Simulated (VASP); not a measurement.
# SiO2 (P6_422) in VASP: a series of runs, part 3 of 3

VASP 6.6.1. The steps go on from the part before.

### Step 4. Single point, r2SCAN (strain +0.030 along x and y, -0.030 along z)

Contents of POSCAR:

```
SiO2
1.0
    5.2114681495      0.0000000000      0.0000000000
   -2.6057340747      4.5132638085      0.0000000000
    0.0000000000      0.0000000000      5.3748530148
Si O
3 6
Direct
    0.0000000000      0.5000000000      0.3333333333
    0.5000000000      0.5000000000      0.6666666667
    0.5000000000      0.0000000000      0.0000000000
    0.5834989535      0.7917494768      0.8333333333
    0.7917494768      0.5834989535      0.5000000000
    0.7917494768      0.2082505232      0.1666666667
    0.4165010465      0.2082505232      0.8333333333
    0.2082505232      0.4165010465      0.5000000000
    0.2082505232      0.7917494768      0.1666666667
```

Contents of INCAR.step1:

```
ALGO = Normal
EDIFF = 1E-4
ENCUT = 520
GGA = PE
ISMEAR = 0
LASPH = True
LCHARG = False
LREAL = False
LWAVE = True
NBANDS = 34
NELM = 60
PREC = Accurate
SIGMA = 0.05
```

Contents of INCAR.step2:

```
ALGO = Normal
EDIFF = 1E-6
ENCUT = 520
ISIF = 2
ISMEAR = 0
ISTART = 1
LASPH = True
LCHARG = False
LMIXTAU = True
LREAL = False
LWAVE = False
METAGGA = R2SCAN
NBANDS = 34
NELM = 60
PREC = Accurate
SIGMA = 0.05
```

Contents of KPOINTS:

```
k-points
0
Gamma
  6 6 4
```

Potentials or basis: VASP PAW PBE potentials, release 64 (Si, O).

On the command line:

```console
$ cat potpaw_PBE.64/Si/POTCAR potpaw_PBE.64/O/POTCAR > POTCAR
$ cp INCAR.step1 INCAR
$ mpirun -np 1 vasp_std > vasp.out
$ cp INCAR.step2 INCAR
$ mpirun -np 1 vasp_std > vasp.out
```

OUTCAR:

```text
EDIFF = 1E-6
   ENCUT = 520
   ISIF = 2
   ISMEAR = 0
   ISTART = 1
   LASPH = True
   LREAL = False
   METAGGA = R2SCAN
   NELM = 60
   PREC = Accurate

 ion  position               nearest neighbor table
   1  0.000  0.500  0.333-   5 1.63   8 1.63   6 1.63   9 1.63
   2  0.500  0.500  0.667-   4 1.63   7 1.63   5 1.63   8 1.63
   3  0.500  0.000  0.000-   4 1.63   7 1.63   6 1.63   9 1.63
   4  0.583  0.792  0.833-   3 1.63   2 1.63
   5  0.792  0.583  0.500-   1 1.63   2 1.63
   6  0.792  0.208  0.167-   1 1.63   3 1.63
   7  0.417  0.208  0.833-   3 1.63   2 1.63
   8  0.208  0.417  0.500-   1 1.63   2 1.63
   9  0.208  0.792  0.167-   1 1.63   3 1.63

  LATTYP: Found a hexagonal cell.
 ALAT       =     5.2114681495
 C/A-ratio  =     1.0313510244

  Lattice vectors:

 A1 = (   5.2114681495,   0.0000000000,   0.0000000000)
 A2 = (  -2.6057340747,   4.5132638085,   0.0000000000)
 A3 = (   0.0000000000,   0.0000000000,   5.3748530148)

Analysis of symmetry for initial positions (statically):
=====================================================================
 Subroutine PRICEL returns:
 Original cell was already a primitive cell.

 Routine SETGRP: Setting up the symmetry group for a
 hexagonal supercell.

 Subroutine GETGRP returns: Found 12 space group operations
 (whereof  4 operations were pure point group operations)
 out of a pool of 24 trial point group operations.

The static configuration has the point symmetry D_2 .
 The point group associated with its full space group is D_6 .

Analysis of symmetry for dynamics (positions and initial velocities):
=====================================================================
 Subroutine PRICEL returns:
 Original cell was already a primitive cell.

[... 140 lines left out ...]
  Fermi-wavevector in a.u.,A,eV,Ry     =   1.185449  2.240173 19.120114  1.405289
  Thomas-Fermi vector in A             =   2.321642
   LORBIT       =      0    0 simple, 1 ext, 2 COOP (PROOUT), +10 PAW based schemes
   METAGGA = R2SCAN    functional components
   LHFCALC =     F    Hartree Fock is set to
   AEXX    =    0.0000 exact exchange contribution
   IVDW    =     0    specifies the selected vdW correction
   LEPSILON=     F    determine dielectric tensor
   LRPA    =     F    only Hartree local field effects (RPA)
 non-spin polarized calculation
 Gauss-broadening in eV      SIGMA  =   0.05
  energy-cutoff  :      520.00
  volume of cell :      126.42
 maximum number of plane-waves:      3428
 NGX is ok and might be reduce to    40
   NGX = 19   NGY = 19   NGZ = 19

 number of electron      48.0000016 magnetization

 Free energy of the ion-electron system (eV)
  ---------------------------------------------------
  ext. energy  EPLUGINS =         0.00000000
  ---------------------------------------------------
  free energy    TOTEN  =       -89.23313439 eV

  energy without entropy =      -89.23313439  energy(sigma->0) =      -89.23313439

 E-fermi :   0.1900     XC(G=0):  -9.0814

 val. band max:       -0.1259369944   @ k =   0.5000  -0.0000   0.0000
 cond. band min:       5.9756169482   @ k =   0.0000   0.0000   0.0000
 fundamental gap:      6.1015539425
 Fermi energy:         0.1899857103

 k-point     1 :       0.0000    0.0000    0.0000
  band No.  band energies     occupation
      1     -20.3847      2.00000
      2     -18.9195      2.00000
      3     -18.9195      2.00000
      4     -18.4894      2.00000
      5     -18.4403      2.00000
      6     -18.4403      2.00000
[... 766 lines left out ...]
     33      11.9425      0.00000
     34      11.9868      0.00000

------------------------ aborting loop because EDIFF is reached ----------------------------------------

  FORCE on cell =-STRESS in cart. coord.  units (eV):
  Direction    XX          YY          ZZ          XY          YZ          ZX
  --------------------------------------------------------------------------------------
  -------------------------------------------------------------------------------------
  Total       -5.3387439     -5.3387439     -1.8123889     -0.0000000      0.0000000     -0.0000000
  in kB      -67.6600436    -67.6600436    -22.9691313     -0.0000000      0.0000000     -0.0000000
  external PRESSURE =     -52.7630728 kB  Pullay stress =       0.0000000 kB

 VOLUME and BASIS-vectors are now :
 -----------------------------------------------------------------------------
  energy-cutoff  :      520.00
  volume of cell :      126.42
      direct lattice vectors                 reciprocal lattice vectors
     5.211468149  0.000000000  0.000000000     0.191884508  0.110784572  0.000000000
    -2.605734075  4.513263808  0.000000000     0.000000000  0.221569144  0.000000000
     0.000000000  0.000000000  5.374853015     0.000000000  0.000000000  0.186051599

 POSITION                                       TOTAL-FORCE (eV/Angst)
 -----------------------------------------------------------------------------------
     -1.30287      2.25663      1.79162         0.000000     -0.000000     -0.000000
      1.30287      2.25663      3.58324         0.000000     -0.000000     -0.000000
      2.60573      0.00000      0.00000         0.000000     -0.000000      0.000000
      0.97780      3.57337      4.47904        -0.264972     -0.152981      0.000000
      2.60573      2.63348      2.68743        -0.000000     -0.305963      0.000000
      3.58353      0.93989      0.89581        -0.264972      0.152981      0.000000
      1.62794      0.93989      4.47904         0.264972      0.152981      0.000000
     -0.00000      1.87978      2.68743         0.000000      0.305963      0.000000
     -0.97780      3.57337      0.89581         0.264972     -0.152981      0.000000
 -----------------------------------------------------------------------------------
    total drift:                               -0.000000     -0.000000     -0.000001

  FREE ENERGIE OF THE ION-ELECTRON SYSTEM (eV)
  ---------------------------------------------------
  free  energy   TOTEN  =       -89.2331343856 eV

  energy  without entropy=      -89.2331343856  energy(sigma->0) =      -89.23313439
```

OUTCAR.step1:

```text
EDIFF = 1E-4
   ENCUT = 520
   GGA = PE
   ISMEAR = 0
[... 1023 lines left out ...]
      3.58353      0.93989      0.89581        -0.064179      0.037053      0.000000
      1.62794      0.93989      4.47904         0.064179      0.037053      0.000000
     -0.00000      1.87978      2.68743         0.000000      0.074107     -0.000000
     -0.97780      3.57337      0.89581         0.064179     -0.037053      0.000000
 -----------------------------------------------------------------------------------
    total drift:                               -0.000000     -0.000000     -0.000001

  FREE ENERGIE OF THE ION-ELECTRON SYSTEM (eV)
  ---------------------------------------------------
  free  energy   TOTEN  =       -71.0643508312 eV

  energy  without entropy=      -71.0643508312  energy(sigma->0) =      -71.06435083
```

Wall time 4 min (1 thread of Intel Xeon Platinum 8124M at 3.00GHz (Skylake/Cascade Lake), shared host); peak memory 0.28 GiB.

What came out:

* Free energy: -89.2331 eV
* Pressure: -5.3 GPa
* Largest force: 0.306 eV/Å
* Band gap on the k mesh: 6.10 eV (least direct gap 6.44 eV)

Forces on the atoms (eV/Å):
```
Si   0.000  0.000  0.000
Si   0.000  0.000  0.000
Si   0.000  0.000  0.000
O   -0.265 -0.153  0.000
O    0.000 -0.306  0.000
O   -0.265  0.153  0.000
O    0.265  0.153  0.000
O    0.000  0.306  0.000
O    0.265 -0.153  0.000
```

Stress tensor (GPa, compression positive):
```
-6.77  0.00  0.00
 0.00 -6.77  0.00
 0.00  0.00 -2.30
```

Levels at points of the mesh, in eV from the valence-band top:
```tsv
k point	band 22	band 23	band 24	band 25	band 26	band 27
(0.00, 0.00, 0.00)	-0.45	-0.45	-0.34	6.10	9.58	9.58
(0.50, 0.00, 0.00)	-0.94	-0.29	0.00	8.14	8.99	10.02
(0.00, 0.00, 0.50)	-0.19	-0.06	-0.06	8.03	8.03	9.32
(0.50, 0.00, 0.50)	-0.67	-0.60	-0.42	9.02	9.82	9.91
```

Caveat: the cell differs from its parent crystal (strain +0.030 along x and y, -0.030 along z); the cell stands under tension; the PAW data sets were made with another functional, which shifts forces and pressure a little.

### Step 5. Single point, r2SCAN (strain +0.015 along x and y, +0.000 along z)

POSCAR: that of step 4 with these lines changed.

```diff
@@ -2,5 +2,5 @@
 1.0
-    5.2114681495      0.0000000000      0.0000000000
-   -2.6057340747      4.5132638085      0.0000000000
-    0.0000000000      0.0000000000      5.3748530148
+    5.1355729823      0.0000000000      0.0000000000
+   -2.5677864911      4.4475366657      0.0000000000
+    0.0000000000      0.0000000000      5.5410855823
 Si O
```

Contents of INCAR.step1:

```
PREC = Accurate ; ENCUT = 520
ISMEAR = 0 ; SIGMA = 0.05
LREAL = False ; LASPH = True
NELM = 80 ; NBANDS = 34
GGA = PE ; ALGO = Normal
EDIFF = 1E-4 ; LWAVE = True
LCHARG = False
```

Contents of INCAR.step2:

```
PREC = Accurate ; ENCUT = 520
EDIFF = 1E-6 ; ISMEAR = 0
SIGMA = 0.05 ; LREAL = False
LASPH = True ; NELM = 80
ALGO = Normal ; ISIF = 2
LWAVE = False ; LCHARG = False
METAGGA = R2SCAN ; LMIXTAU = True
NBANDS = 34 ; ISTART = 1
```

Contents of KPOINTS:

```
Automatic mesh
0
Gamma
  6 6 4
```

On the command line:

```console
$ cat potpaw_PBE.64/Si/POTCAR potpaw_PBE.64/O/POTCAR > POTCAR
$ cp INCAR.step1 INCAR
$ mpirun -np 1 vasp_std > vasp.out
$ cp INCAR.step2 INCAR
$ mpirun -np 1 vasp_std > vasp.out
```

Run time: 4 min. Hardware: 1 thread of Intel Xeon Platinum 8124M at 3.00GHz (Skylake/Cascade Lake), shared host; peak memory 0.29 GiB.

It converged, with:

* Free energy: -89.2966 eV
* Pressure: -5.2 GPa
* Largest force: 0.258 eV/Å
* Band gap on the k mesh: 6.13 eV (least direct gap 6.35 eV)

Forces on the atoms (eV/Å):
```
Si   0.000  0.000  0.000
Si   0.000  0.000  0.000
Si   0.000  0.000  0.000
O   -0.223 -0.129  0.000
O    0.000 -0.258  0.000
O   -0.223  0.129  0.000
O    0.223  0.129  0.000
O    0.000  0.258  0.000
O    0.223 -0.129  0.000
```

Stress tensor (GPa, compression positive):
```
-5.62  0.00  0.00
 0.00 -5.62  0.00
 0.00  0.00 -4.43
```

Levels at points of the mesh, in eV from the valence-band top:
| k point | band 22 | band 23 | band 24 | band 25 | band 26 | band 27 |
| --- | --- | --- | --- | --- | --- | --- |
| (0.00, 0.00, 0.00) | -0.44 | -0.44 | -0.22 | 6.13 | 9.59 | 9.59 |
| (0.50, 0.00, 0.00) | -0.96 | -0.33 | 0.00 | 8.22 | 9.06 | 10.23 |
| (0.00, 0.00, 0.50) | -0.26 | -0.02 | -0.02 | 8.01 | 8.01 | 9.19 |
| (0.50, 0.00, 0.50) | -0.70 | -0.66 | -0.35 | 9.13 | 9.74 | 9.81 |

Caveat: the cell differs from its parent crystal (strain +0.015 along x and y, +0.000 along z); the cell stands under tension; the PAW data sets were made with another functional, which shifts forces and pressure a little.

### Step 6. Single point, r2SCAN (strain +0.030 along x and y, -0.015 along z)

POSCAR: that of step 5 with these lines changed.

```diff
@@ -2,5 +2,5 @@
 1.0
-    5.1355729823      0.0000000000      0.0000000000
-   -2.5677864911      4.4475366657      0.0000000000
-    0.0000000000      0.0000000000      5.5410855823
+    5.2114681495      0.0000000000      0.0000000000
+   -2.6057340747      4.5132638085      0.0000000000
+    0.0000000000      0.0000000000      5.4579692986
 Si O
```

INCAR.step1: that of step 5 with these lines changed.

```diff
@@ -3,3 +3,3 @@
 LREAL = False ; LASPH = True
-NELM = 80 ; NBANDS = 34
+NELM = 100 ; NBANDS = 34
 GGA = PE ; ALGO = Normal
```

INCAR.step2: that of step 5 with these lines changed.

```diff
@@ -3,3 +3,3 @@
 SIGMA = 0.05 ; LREAL = False
-LASPH = True ; NELM = 80
+LASPH = True ; NELM = 100
 ALGO = Normal ; ISIF = 2
```

KPOINTS is that of step 5.

Potentials or basis: VASP PAW PBE potentials, release 64 (Si, O).

On the command line:

```console
$ cat potpaw_PBE.64/Si/POTCAR potpaw_PBE.64/O/POTCAR > POTCAR
$ cp INCAR.step1 INCAR
$ mpirun -np 1 vasp_std > vasp.out
$ cp INCAR.step2 INCAR
$ mpirun -np 1 vasp_std > vasp.out
```

It took 4 min on 1 thread of Intel Xeon Platinum 8124M at 3.00GHz (Skylake/Cascade Lake), shared host; peak memory 0.29 GiB.

The run converged. Its results:

```yaml
Free_energy: -89.1893 eV
Pressure: -7.7 GPa
Largest_force: 0.395 eV/Å
Band_gap_on_the_k_mesh: 6.03 eV (least direct gap 6.32 eV)
```

Forces in eV/Å, atoms in the order of the input:
```
Si   0.000  0.000  0.000
Si   0.000  0.000  0.000
Si   0.000  0.000  0.000
O   -0.342 -0.197  0.000
O    0.000 -0.395  0.000
O   -0.342  0.197  0.000
O    0.342  0.197  0.000
O    0.000  0.395  0.000
O    0.342 -0.197  0.000
```

Stress tensor (GPa, compression positive):
```
-8.84  0.00  0.00
 0.00 -8.84  0.00
 0.00  0.00 -5.35
```

Levels at points of the mesh, in eV from the valence-band top:
| k point | band 20 | band 21 | band 22 | band 23 | band 24 | band 25 | band 26 | band 27 | band 28 | band 29 |
| --- | --- | --- | --- | --- | --- | --- | --- | --- | --- | --- |
| (0.00, 0.00, 0.00) | -0.91 | -0.91 | -0.44 | -0.44 | -0.29 | 6.03 | 9.50 | 9.50 | 9.79 | 9.79 |
| (0.50, 0.00, 0.00) | -1.14 | -1.09 | -0.93 | -0.30 | 0.00 | 8.08 | 8.92 | 10.02 | 10.14 | 10.25 |
| (0.00, 0.00, 0.50) | -1.67 | -1.20 | -0.21 | -0.04 | -0.04 | 7.93 | 7.93 | 9.22 | 10.65 | 10.65 |
| (0.50, 0.00, 0.50) | -1.18 | -0.89 | -0.67 | -0.61 | -0.39 | 8.88 | 9.64 | 9.82 | 10.00 | 10.24 |

Caveat: the cell differs from its parent crystal (strain +0.030 along x and y, -0.015 along z); the cell stands under tension; the PAW data sets were made with another functional, which shifts forces and pressure a little. A k mesh can miss the band edges.

### Step 7. Overview

```csv
cell,gap on the mesh (eV),pressure (GPa),largest force (eV/Å)
"a = 5.136, b = 5.136, c = 5.458 Å, angles 90.0, 90.0, 120.0°, 9 atoms",6.21,-2.6,0.16
"a = 5.060, b = 5.060, c = 5.707 Å, angles 90.0, 90.0, 120.0°, 9 atoms",6.09,-5.3,0.20
"a = 5.211, b = 5.211, c = 5.375 Å, angles 90.0, 90.0, 120.0°, 9 atoms",6.10,-5.3,0.31
"a = 5.136, b = 5.136, c = 5.541 Å, angles 90.0, 90.0, 120.0°, 9 atoms",6.13,-5.2,0.26
"a = 5.211, b = 5.211, c = 5.458 Å, angles 90.0, 90.0, 120.0°, 9 atoms",6.03,-7.7,0.39
```

Alike in all rows: task single point; level r2SCAN; potentials or basis VASP PAW PBE potentials, release 64 (Si, O); no spin polarisation; k mesh 6 × 6 × 4; cutoff (eV) 520; smearing gaussian 0.05 eV.

Caveats: the PAW data sets were made with another functional, which shifts forces and pressure a little; the cell stands under tension (at least some runs).

Total energies depend on the potentials used, so only differences within one code and one set of settings carry meaning.
